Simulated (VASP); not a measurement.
# Li3SbO2 (P-6m2) in VASP: single point with PBE

Aim: the single point of Li3SbO2 with PBE.

All numbers are computed with VASP 6.6.1; they aren't measurements. Logs are shortened: lines on timing, memory, paths and dates and some standing lists are left out, and cuts for length are marked.

### Step 1. The cell of the first run

It takes space group P-6m2 (No. 187, hexagonal). Conventional cell: a = 3.292 Å, b = 3.292 Å, c = 7.602 Å, α = 90.00°, β = 90.00°, γ = 120.00°. Li (site symmetry 3m) has 3 O at 1.91 Å and 3 Li at 2.52 Å within 2.6 Å. Li (site symmetry -6m2) has 6 O at 2.39 Å and 12 Li at 2.52 to 3.29 Å within 3.3 Å. Sb (site symmetry -6m2) has 2 O at 2.36 Å and 6 Li at 2.87 Å within 3.1 Å. Within 2.5 Å of O (site symmetry 3m) lie 6 Li at 1.91 to 2.39 Å and 1 Sb at 2.36 Å.

### Step 2. Single point, PBE

File INCAR:

```
PREC = Accurate
ENCUT = 750
EDIFF = 1E-6
ISMEAR = 0
SIGMA = 0.1
LREAL = False
LASPH = True
NELM = 120
ALGO = Normal
ISIF = 2
LWAVE = False
LCHARG = False
GGA = PE
NBANDS = 27
GGA_COMPAT = False
```

File KPOINTS:

```
regular mesh
0
Gamma
  15 15 6
```

File POSCAR:

```
Li3SbO2
1.0
    3.2919709138      0.0000000000      0.0000000000
   -1.6459854569      2.8509304399      0.0000000000
    0.0000000000      0.0000000000      7.6021678911
Li Sb O
3 1 2
Direct
    0.6666666667      0.3333333333      0.2822904029
    0.3333333333      0.6666666667      0.5000000000
    0.6666666667      0.3333333333      0.7177095971
    0.0000000000      0.0000000000      0.0000000000
    0.0000000000      0.0000000000      0.3099606107
    0.0000000000      0.0000000000      0.6900393893
```

Potentials or basis: VASP PAW PBE potentials, release 64 (Li_sv, Sb_d_GW, O).

Started as:

```bash
cat potpaw_PBE.64/Li_sv/POTCAR potpaw_PBE.64/Sb_d_GW/POTCAR potpaw_PBE.64/O/POTCAR > POTCAR
mpirun -np 1 vasp_std > vasp.out
```

OUTCAR:

```text
PREC = Accurate
   ENCUT = 750
   EDIFF = 1E-6
   ISMEAR = 0
   LREAL = False
   LASPH = True
   NELM = 120
   ISIF = 2
   GGA = PE

 ion  position               nearest neighbor table
   1  0.667  0.333  0.282-   5 1.91   5 1.91   5 1.91   2 2.52   2 2.52   2 2.52   4 2.87   4 2.87
                             4 2.87
   2  0.333  0.667  0.500-   1 2.52   3 2.52   1 2.52   3 2.52   1 2.52   3 2.52
   3  0.667  0.333  0.718-   6 1.91   6 1.91   6 1.91   2 2.52   2 2.52   2 2.52   4 2.87   4 2.87
                             4 2.87
   4  0.000  0.000  0.000-   5 2.36   6 2.36   1 2.87   3 2.87   1 2.87   3 2.87   1 2.87   3 2.87

   5  0.000  0.000  0.310-   1 1.91   1 1.91   1 1.91   4 2.36
   6  0.000  0.000  0.690-   3 1.91   3 1.91   3 1.91   4 2.36

  LATTYP: Found a hexagonal cell.
 ALAT       =     3.2919709138
 C/A-ratio  =     2.3093059113

  Lattice vectors:

 A1 = (   3.2919709138,   0.0000000000,   0.0000000000)
 A2 = (  -1.6459854569,   2.8509304399,   0.0000000000)
 A3 = (   0.0000000000,   0.0000000000,   7.6021678911)

Analysis of symmetry for initial positions (statically):
=====================================================================
 Subroutine PRICEL returns:
 Original cell was already a primitive cell.

 Routine SETGRP: Setting up the symmetry group for a
 hexagonal supercell.

 Subroutine GETGRP returns: Found 12 space group operations
 (whereof 12 operations were pure point group operations)
 out of a pool of 24 trial point group operations.

The static configuration has the point symmetry D_3h.

Analysis of symmetry for dynamics (positions and initial velocities):
=====================================================================
 Subroutine PRICEL returns:
 Original cell was already a primitive cell.

 Routine SETGRP: Setting up the symmetry group for a
 hexagonal supercell.

 Subroutine GETGRP returns: Found 12 space group operations
 (whereof 12 operations were pure point group operations)
 out of a pool of 24 trial point group operations.

The dynamic configuration has the point symmetry D_3h.

 Subroutine INISYM returns: Found 12 space group operations
 (whereof 12 operations are pure point group operations),
 and found     1 'primitive' translations

----------------------------------------------------------------------------------------

                                     Primitive cell

  volume of cell :      71.3477

[... 99 lines left out ...]
   NSW    =      0    number of steps for IOM
   IBRION =     -1    ionic relax: 0-MD 1-quasi-New 2-CG
   NFREE  =      0    steps in history (QN), initial steepest desc. (CG)
   ISIF   =      2    stress and relaxation
   ISYM   =      2    0-nonsym 1-usesym 2-fastsym
   POTIM  = 0.5000    time-step for ionic-motion
   TEBEG  =    0.0;   TEEND  =   0.0 temperature during run
   PSTRESS=    0.0 pullay stress
   NELECT =      36.0000    total number of electrons
   NUPDOWN=      -1.0000    fix difference up-down
   EMIN   =  10.00;   EMAX   =-10.00  energy-range for DOS
   EFERMI =   0.00;   METHOD = LEGACY
   ISMEAR =     0;   SIGMA  =   0.10  broadening in eV -4-tet -1-fermi 0-gaus
   EFERMI_NEDOS =   21; number of points for ismear=-14 and -15
   IALGO  =     38    algorithm
   IMIX   =      4    mixing-type and parameters
     AMIX     =   0.40;   BMIX     =  1.00
     AMIX_MAG =   1.60;   BMIX_MAG =  1.00
  volume/ion in A,a.u.               =      11.89        80.25
  Fermi-wavevector in a.u.,A,eV,Ry     =   1.303314  2.462906 23.111220  1.698627
  Thomas-Fermi vector in A             =   2.434324
   LORBIT       =      0    0 simple, 1 ext, 2 COOP (PROOUT), +10 PAW based schemes
   GGA     = PE    functional components
   LHFCALC =     F    Hartree Fock is set to
   AEXX    =    0.0000 exact exchange contribution
   IVDW    =     0    specifies the selected vdW correction
   LEPSILON=     F    determine dielectric tensor
   LRPA    =     F    only Hartree local field effects (RPA)
 non-spin polarized calculation
 Gauss-broadening in eV      SIGMA  =   0.10
  energy-cutoff  :      750.00
  volume of cell :       71.35
 maximum number of plane-waves:      3367
 NGX is ok and might be reduce to    30
   NGX = 15   NGY = 15   NGZ = 33

 number of electron      35.9999990 magnetization

 Free energy of the ion-electron system (eV)
  ---------------------------------------------------
  ext. energy  EPLUGINS =         0.00000000
  ---------------------------------------------------
  free energy    TOTEN  =       -27.95409824 eV

  energy without entropy =      -27.95086279  energy(sigma->0) =      -27.95248051

 E-fermi :   4.5619     XC(G=0):  -9.9198

 val. band max:        4.5530234432   @ k =   0.2000   0.0667   0.0000
 cond. band min:       4.6005791596   @ k =   0.2000   0.0667   0.1667
 fundamental gap:      0.0475557163
 Fermi energy:         4.5618933372

 k-point     1 :       0.0000    0.0000    0.0000
  band No.  band energies     occupation
      1     -41.8382      2.00000
      2     -40.4403      2.00000
      3     -40.4399      2.00000
      4     -25.1444      2.00000
      5     -25.0947      2.00000
      6     -25.0947      2.00000
[... 709 lines left out ...]
     26      13.9723      0.00000
     27      14.8416      0.00000

 [... further k-points ...]

------------------------ aborting loop because EDIFF is reached ----------------------------------------

  FORCE on cell =-STRESS in cart. coord.  units (eV):
  Direction    XX          YY          ZZ          XY          YZ          ZX
  --------------------------------------------------------------------------------------
  -------------------------------------------------------------------------------------
  Total       -0.0476167     -0.0476167     -0.0825037      0.0000000      0.0000000     -0.0000000
  in kB       -1.0692766     -1.0692766     -1.8526950      0.0000000      0.0000000     -0.0000000
  external PRESSURE =      -1.3304161 kB  Pullay stress =       0.0000000 kB

 VOLUME and BASIS-vectors are now :
 -----------------------------------------------------------------------------
  energy-cutoff  :      750.00
  volume of cell :       71.35
      direct lattice vectors                 reciprocal lattice vectors
     3.291970914  0.000000000  0.000000000     0.303769391  0.175381340  0.000000000
    -1.645985457  2.850930440  0.000000000     0.000000000  0.350762679  0.000000000
     0.000000000  0.000000000  7.602167891     0.000000000  0.000000000  0.131541425

 POSITION                                       TOTAL-FORCE (eV/Angst)
 -----------------------------------------------------------------------------------
      1.64599      0.95031      2.14602         0.000000      0.000000     -0.003828
     -0.00000      1.90062      3.80108        -0.000000     -0.000000     -0.000000
      1.64599      0.95031      5.45615        -0.000000      0.000000      0.003828
      0.00000      0.00000      0.00000        -0.000000      0.000000     -0.000000
      0.00000      0.00000      2.35637         0.000000      0.000000      0.010665
      0.00000      0.00000      5.24580        -0.000000     -0.000000     -0.010665
 -----------------------------------------------------------------------------------
    total drift:                               -0.000000      0.000000      0.000000

  FREE ENERGIE OF THE ION-ELECTRON SYSTEM (eV)
  ---------------------------------------------------
  free  energy   TOTEN  =       -27.9540982427 eV

  energy  without entropy=      -27.9508627862  energy(sigma->0) =      -27.95248051
```

Wall time 4.9 min (1 thread of Intel Xeon Platinum 8488C (Sapphire Rapids), shared host); peak memory 0.53 GiB.

Results:

| Item | Value |
| --- | --- |
| Free energy | -27.9541 eV |
| Pressure | -0.1 GPa |
| Largest force | 0.011 eV/Å |
| Band gap on the k mesh | zero (bands 18 and 19 overlap by 3.93 eV) |

Forces in eV/Å, atoms in the order of the input:
```
Li   0.000  0.000 -0.004
Li   0.000  0.000  0.000
Li   0.000  0.000  0.004
Sb   0.000  0.000  0.000
O    0.000  0.000  0.011
O    0.000  0.000 -0.011
```

Stress tensor (GPa, compression positive):
```
-0.11  0.00  0.00
 0.00 -0.11  0.00
 0.00  0.00 -0.19
```

Caveat: spin-orbit coupling is left out, which moves the levels of the heavy elements.
